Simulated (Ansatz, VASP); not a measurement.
## Sc in VASP and in Ansatz

```
Sc
1.0
    -1.86960    1.86960    2.38050
     1.86960   -1.86960    2.38050
     1.88840    1.88840   -2.38050
Sc
1
Cartesian
  0.0000 0.0000 0.0000
```

Alike in both runs: task single point; functional r2SCAN; k mesh 13 × 13 × 13; occupations fermi-dirac, width 0.1 eV; no spin polarisation.

|  | VASP | Ansatz |
| --- | --- | --- |
| version | VASP 6.6.1 | Ansatz 0.2.0 |
| potentials or method | VASP PAW PBE potentials, release 64 (Sc_sv), cutoff 520 eV | plane waves, PAW |
| valence electrons in the cell | 11 | 11 |

Ansatz gave:

```
pressure (GPa)                                                : -9.7
traceless stress, the component that is largest in VASP (GPa) : 0.60
```

Estimate VASP's values.

pressure (GPa): -9.6; traceless stress, the component that is largest in VASP (GPa): 0.60.

VASP's potentials were made for PBE, not for r2SCAN.
